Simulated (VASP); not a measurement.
Wanted: the native input for a VASP 6.6.1 run.

```yaml
Task: single point
Functional: LDA
Potentials_or_basis: VASP PAW LDA potentials, release 64 (I)
Cutoff: 520 eV
k_mesh: 17 × 17 × 17
Occupations: fermi-dirac, width 0.05 eV
Spin: no spin polarisation
Dipole_correction: no
Further_INCAR_settings: ALGO = Normal; EDIFF = 1e-06; NBANDS = 10
```

The structure of I lies in POSCAR:

```
I
1.0
   -1.5688010683      1.5688010683      1.5688010683
    1.5688010683     -1.5688010683      1.5688010683
    1.5688010683      1.5688010683     -1.5688010683
I
1
Direct
    0.0000000000      0.0000000000      0.0000000000
```

These files were run (other wordings do the same):

INCAR

```
PREC = Accurate
ENCUT = 520
EDIFF = 1E-6
ISMEAR = -1
SIGMA = 0.05
LREAL = F
LASPH = T
NELM = 60
ALGO = Normal
ISIF = 2
LWAVE = F
LCHARG = F
NBANDS = 10
```

KPOINTS

```
Automatic mesh
0
Gamma
  17 17 17
```

Potentials or basis: VASP PAW LDA potentials, release 64 (I).

Run with:

```console
$ cat potpaw_LDA.64/I/POTCAR > POTCAR
$ mpirun -np 1 vasp_std > vasp.out
```

Results of the run:

```yaml
Pressure: 150.1 GPa
Band_gap_on_the_k_mesh: zero (an odd number of electrons rules out a gap without spin polarisation)
```

Caveat: the cell stands under pressure; spin-orbit coupling is left out, which moves the levels of the heavy elements; an odd number of electrons without spin polarisation forces a metal; a magnetic or distorted state may lie lower.

Run time: 7 s on 1 thread of Intel(R) Xeon(R) 6975P-C (Granite Rapids) (shared host), peak memory 0.13 GiB.
